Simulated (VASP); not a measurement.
# MnSb (P6_3/mmc) in VASP: settings compared, part 2 of 2

VASP 6.6.1. The steps go on from the part before.

### Step 3. Single point, PBEsol, collinear spin, ferromagnetic start

This run uses another cell than the first one, of 22.41 Å³/atom.

The input, INCAR:

```
PREC = Accurate ; ENCUT = 520
EDIFF = 1E-6 ; ISMEAR = -1
SIGMA = 0.05 ; LREAL = False
LASPH = True ; NELM = 150
ALGO = Normal ; ISIF = 2
LWAVE = False ; LCHARG = False
ISPIN = 2 ; MAGMOM = 0 0 4 4
LORBIT = 11 ; LMAXMIX = 4
GGA = PS ; NBANDS = 30
```

The input, KPOINTS:

```
Automatic mesh
0
Gamma
  7 7 5
```

The input, POSCAR:

```
MnSb
1.0
    4.2046115259      0.0000000000      0.0000000000
   -2.1023057629      3.6413003944      0.0000000000
    0.0000000000      0.0000000000      5.8560613541
Sb Mn
2 2
Direct
    0.6666666667      0.3333333333      0.7500000000
    0.3333333333      0.6666666667      0.2500000000
    0.0000000000      0.0000000000      0.5000000000
    0.0000000000      0.0000000000      0.0000000000
```

Potentials or basis: VASP PAW PBE potentials, release 64 (Sb, Mn_pv).

Run with:

```console
> cat potpaw_PBE.64/Sb/POTCAR potpaw_PBE.64/Mn_pv/POTCAR > POTCAR
> mpirun -np 1 vasp_std > vasp.out
```

OUTCAR:

```text
PREC = Accurate
   ENCUT = 520
   EDIFF = 1E-6
   ISMEAR = -1
   LREAL = False
   LASPH = True
   NELM = 150
   ISIF = 2
   ISPIN = 2
   LORBIT = 11
   GGA = PS

 ion  position               nearest neighbor table
   1  0.667  0.333  0.750-   3 2.83   4 2.83   3 2.83   4 2.83   3 2.83   4 2.83
   2  0.333  0.667  0.250-   3 2.83   4 2.83   3 2.83   4 2.83   3 2.83   4 2.83
   3  0.000  0.000  0.500-   1 2.83   2 2.83   2 2.83   1 2.83   1 2.83   2 2.83   4 2.93   4 2.93

   4  0.000  0.000  0.000-   1 2.83   2 2.83   2 2.83   1 2.83   1 2.83   2 2.83   3 2.93   3 2.93

  LATTYP: Found a hexagonal cell.
 ALAT       =     4.2046115259
 C/A-ratio  =     1.3927710843

  Lattice vectors:

 A1 = (   4.2046115259,   0.0000000000,   0.0000000000)
 A2 = (  -2.1023057629,   3.6413003944,   0.0000000000)
 A3 = (   0.0000000000,   0.0000000000,   5.8560613541)

Analysis of symmetry for initial positions (statically):
=====================================================================
 Subroutine PRICEL returns:
 Original cell was already a primitive cell.

 Routine SETGRP: Setting up the symmetry group for a
 hexagonal supercell.

 Subroutine GETGRP returns: Found 24 space group operations
 (whereof 12 operations were pure point group operations)
 out of a pool of 24 trial point group operations.

The static configuration has the point symmetry D_3d.
 The point group associated with its full space group is D_6h.

Analysis of symmetry for dynamics (positions and initial velocities):
=====================================================================
 Subroutine PRICEL returns:
 Original cell was already a primitive cell.

 Routine SETGRP: Setting up the symmetry group for a
 hexagonal supercell.

 Subroutine GETGRP returns: Found 24 space group operations
 (whereof 12 operations were pure point group operations)
 out of a pool of 24 trial point group operations.

The dynamic configuration has the point symmetry D_3d.
[... 165 lines left out ...]

 E-fermi :   7.0437     XC(G=0): -10.5567

 val. band max:        6.9793902478   @ k =   0.1429   0.1429   0.2000
 cond. band min:       7.0607020199   @ k =   0.1429   0.0000   0.2000
 fundamental gap:      0.0813117721
 Fermi energy:         7.0437393179

 spin component 1

 k-point     1 :       0.0000    0.0000    0.0000
  band No.  band energies     occupation
      1     -42.7873      1.00000
      2     -42.7873      1.00000
      3     -42.7808      1.00000
      4     -42.7808      1.00000
      5     -42.5925      1.00000
      6     -42.5233      1.00000
[... 781 lines left out ...]
     29      14.3387      0.00000
     30      14.6284      0.00000
 Fermi energy:         7.0437393179

 spin component 2

 k-point     1 :       0.0000    0.0000    0.0000
  band No.  band energies     occupation
      1     -39.0892      1.00000
      2     -39.0892      1.00000
      3     -39.0813      1.00000
      4     -39.0813      1.00000
      5     -39.0302      1.00000
      6     -38.9479      1.00000
[... 781 lines left out ...]
     29      14.7488      0.00000
     30      15.0910      0.00000

------------------------ aborting loop because EDIFF is reached ----------------------------------------

  FORCE on cell =-STRESS in cart. coord.  units (eV):
  Direction    XX          YY          ZZ          XY          YZ          ZX
  --------------------------------------------------------------------------------------
  -------------------------------------------------------------------------------------
  Total       -4.5010834     -4.5010834     -4.9220407     -0.0000000     -0.0000000      0.0000000
  in kB      -80.4339941    -80.4339941    -87.9564680     -0.0000000     -0.0000000      0.0000000
  external PRESSURE =     -82.9414854 kB  Pullay stress =       0.0000000 kB

 VOLUME and BASIS-vectors are now :
 -----------------------------------------------------------------------------
  energy-cutoff  :      520.00
  volume of cell :       89.66
      direct lattice vectors                 reciprocal lattice vectors
     4.204611526  0.000000000  0.000000000     0.237834100  0.137313582  0.000000000
    -2.102305763  3.641300394  0.000000000     0.000000000  0.274627164  0.000000000
     0.000000000  0.000000000  5.856061354     0.000000000  0.000000000  0.170763238

 POSITION                                       TOTAL-FORCE (eV/Angst)
 -----------------------------------------------------------------------------------
      2.10231      1.21377      4.39205         0.000000     -0.000000      0.000000
     -0.00000      2.42753      1.46402        -0.000000      0.000000      0.000000
      0.00000      0.00000      2.92803         0.000000      0.000000      0.000000
      0.00000      0.00000      0.00000        -0.000000      0.000000      0.000000
 -----------------------------------------------------------------------------------
    total drift:                                0.000000     -0.000000      0.000000

  FREE ENERGIE OF THE ION-ELECTRON SYSTEM (eV)
  ---------------------------------------------------
  free  energy   TOTEN  =       -28.0644953301 eV

  energy  without entropy=      -28.0448951574  energy(sigma->0) =      -28.05469524

 total charge

# of ion       s       p       d       tot
------------------------------------------
    1        1.149   1.241   0.036   2.426
    2        1.149   1.241   0.036   2.426
    3        0.270   6.196   5.006  11.473
    4        0.270   6.196   5.006  11.473
--------------------------------------------------
tot          2.839  14.876  10.084  27.799

 magnetization (x)

# of ion       s       p       d       tot
------------------------------------------
    1        0.014  -0.146   0.005  -0.126
    2        0.014  -0.146   0.005  -0.126
    3        0.037   0.025   3.439   3.501
    4        0.037   0.025   3.439   3.501
--------------------------------------------------
tot          0.102  -0.241   6.888   6.749
```

It took 73 s on 1 thread of AMD EPYC 9R45 (Zen 5), shared host; peak memory 0.27 GiB.

Results:

| Item | Value |
| --- | --- |
| Free energy | -28.0645 eV |
| Pressure | -8.3 GPa |
| Net moment | 6.94 μB per cell |
| Site moments | Sb -0.13; Mn +3.50 μB |
| Valence electrons inside the program's atomic spheres | Sb 2.43; Mn 11.47 |

Stress tensor (GPa, compression positive):
```
-8.04  0.00  0.00
 0.00 -8.04  0.00
 0.00  0.00 -8.80
```

Caveat: the cell stands under tension; the PAW data sets were made with another functional, which shifts forces and pressure a little; spin-orbit coupling is left out, which moves the levels of the heavy elements; the run started ferromagnetic, and an antiferromagnetic order may lie lower in energy.

### Step 4. Single point, PBE, collinear spin, ferromagnetic start

This run uses another cell than the first one, of 20.28 Å³/atom.

The input, INCAR:

```
PREC     = Accurate       # precision mode
ENCUT    = 520            # plane-wave cutoff, eV
EDIFF    = 1E-6           # SCF threshold, eV
ISMEAR   = -1             # smearing method
SIGMA    = 0.05           # smearing width, eV
LREAL    = False          # projectors in reciprocal space
LASPH    = True           # aspherical terms in the spheres
NELM     = 150            # most SCF steps
ALGO     = Normal         # electronic algorithm
ISIF     = 2              # what is computed and relaxed
LWAVE    = False          # write WAVECAR
LCHARG   = True           # write CHGCAR
ISPIN    = 2              # spin polarisation
MAGMOM   = 0 0 4 4        # initial moments
LORBIT   = 11             # projections on sites
LMAXMIX  = 4              # l up to which the mixer works
GGA      = PE             # functional
LELF     = True           # ELF
LVHAR    = True         
NBANDS   = 30             # bands
```

KPOINTS is that of step 3.

The input, POSCAR:

```
MnSb
1.0
    4.0901141197      0.0000000000      0.0000000000
   -2.0450570598      3.5421427320      0.0000000000
    0.0000000000      0.0000000000      5.5999154116
Sb Mn
2 2
Direct
    0.6666666667      0.3333333333      0.7500000000
    0.3333333333      0.6666666667      0.2500000000
    0.0000000000      0.0000000000      0.5000000000
    0.0000000000      0.0000000000      0.0000000000
```

Run with:

```console
> cat potpaw_PBE.64/Sb/POTCAR potpaw_PBE.64/Mn_pv/POTCAR > POTCAR
> mpirun -np 1 vasp_std > vasp.out
```

Wall time 63 s (1 thread of Intel Xeon 6975P-C (Granite Rapids), shared host); peak memory 0.26 GiB.

It converged, with:

| Property | Result |
| --- | --- |
| Free energy | -26.3794 eV |
| Pressure | -0.1 GPa |
| Net moment | 6.34 μB per cell |
| Site moments | Sb -0.12; Mn +3.22 μB |
| Valence electrons inside the program's atomic spheres | Sb 2.47; Mn 11.59 |

Levels at points of the mesh, in eV from the Fermi level:
Spin up:
| k point | band 17 | band 18 | band 19 | band 20 | band 21 | band 22 | band 23 | band 24 | band 25 | band 26 |
| --- | --- | --- | --- | --- | --- | --- | --- | --- | --- | --- |
| (0.00, 0.00, 0.00) | -1.72 | -1.72 | -0.19 | 0.48 | 0.48 | 2.44 | 2.44 | 2.89 | 3.01 | 4.88 |
Spin down:
```csv
k point,band 12,band 13,band 14,band 15,band 16,band 17,band 18,band 19
"(0.00, 0.00, 0.00)",-1.14,-0.20,-0.20,0.18,0.18,0.57,0.57,1.44
```

Caveat: spin-orbit coupling is left out, which moves the levels of the heavy elements; the run started ferromagnetic, and an antiferromagnetic order may lie lower in energy.

### Step 5. Single point, LDA, collinear spin, ferromagnetic start

This run uses another cell than the first one, of 21.55 Å³/atom.

The input, INCAR:

```
  PREC = Accurate
  ENCUT = 520
  EDIFF = 1E-6
  ISMEAR = -1
  SIGMA = 0.05
  LREAL = False
  LASPH = True
  NELM = 150
  ALGO = Normal
  ISIF = 2
  LWAVE = False
  LCHARG = False
  ISPIN = 2
  MAGMOM = 0 0 4 4
  LORBIT = 11
  LMAXMIX = 4
  NBANDS = 30
```

KPOINTS is that of step 4.

The input, POSCAR:

```
MnSb
1.0
    4.1500000000      0.0000000000      0.0000000000
   -2.0750000000      3.5940054257      0.0000000000
    0.0000000000      0.0000000000      5.7800000000
Sb Mn
2 2
Direct
    0.6666666667      0.3333333333      0.7500000000
    0.3333333333      0.6666666667      0.2500000000
    0.0000000000      0.0000000000      0.5000000000
    0.0000000000      0.0000000000      0.0000000000
```

Potentials or basis: VASP PAW LDA potentials, release 64 (Sb, Mn_pv).

Run with:

```console
> cat potpaw_LDA.64/Sb/POTCAR potpaw_LDA.64/Mn_pv/POTCAR > POTCAR
> mpirun -np 1 vasp_std > vasp.out
```

It took 52 s on 1 thread of Intel Xeon 6975P-C (Granite Rapids), shared host; peak memory 0.24 GiB.

The run converged. Its results:

| Item | Value |
| --- | --- |
| Free energy | -28.7471 eV |
| Pressure | -11.2 GPa |
| Net moment | 6.38 μB per cell |
| Site moments | Sb -0.10; Mn +3.19 μB |
| Valence electrons inside the program's atomic spheres | Sb 2.45; Mn 11.55 |

Stress tensor (GPa, compression positive):
```
-10.79   0.00   0.00
  0.00 -10.79   0.00
  0.00   0.00 -12.02
```

Levels at points of the mesh, in eV from the Fermi level:
Spin up:
```csv
k point,band 17,band 18,band 19,band 20,band 21,band 22,band 23,band 24,band 25,band 26
"(0.00, 0.00, 0.00)",-1.56,-1.56,-0.23,0.51,0.51,2.35,2.35,2.55,3.05,4.37
```
Spin down:
| k point | band 12 | band 13 | band 14 | band 15 | band 16 | band 17 | band 18 | band 19 |
| --- | --- | --- | --- | --- | --- | --- | --- | --- |
| (0.00, 0.00, 0.00) | -0.92 | -0.20 | -0.20 | 0.16 | 0.16 | 0.66 | 0.66 | 1.19 |

Caveat: the cell stands under tension; spin-orbit coupling is left out, which moves the levels of the heavy elements; the run started ferromagnetic, and an antiferromagnetic order may lie lower in energy.

### Step 6. Summary

| level | potentials or basis | cell | gap on the mesh (eV) | pressure (GPa) | moment (μB) |
| --- | --- | --- | --- | --- | --- |
| PBEsol | VASP PAW PBE potentials, release 64 (Sb, Mn_pv) | a = 4.177, b = 4.177, c = 5.818 Å, angles 90.0, 90.0, 120.0°, 4 atoms | none | -7.7 | 6.82 |
| PBEsol | VASP PAW PBE potentials, release 64 (Sb, Mn_pv) | a = 4.205, b = 4.205, c = 5.856 Å, angles 90.0, 90.0, 120.0°, 4 atoms | none | -8.3 | 6.94 |
| PBE | VASP PAW PBE potentials, release 64 (Sb, Mn_pv) | a = 4.090, b = 4.090, c = 5.600 Å, angles 90.0, 90.0, 120.0°, 4 atoms | none | -0.1 | 6.34 |
| LDA | VASP PAW LDA potentials, release 64 (Sb, Mn_pv) | a = 4.150, b = 4.150, c = 5.780 Å, angles 90.0, 90.0, 120.0°, 4 atoms | none | -11.2 | 6.38 |

Alike in all rows: task single point; spin collinear, ferromagnetic start; k mesh 7 × 7 × 5; cutoff (eV) 520; smearing fermi-dirac 0.05 eV.

Caveats: spin-orbit coupling is left out, which moves the levels of the heavy elements; the run started ferromagnetic, and an antiferromagnetic order may lie lower in energy; the cell stands under tension (at least some runs); the PAW data sets were made with another functional, which shifts forces and pressure a little (at least some runs).

Total energies depend on the potentials used, so only differences within one code and one set of settings carry meaning.

The gap in the log of VASP goes by the Fermi energy; the results here count the filled bands.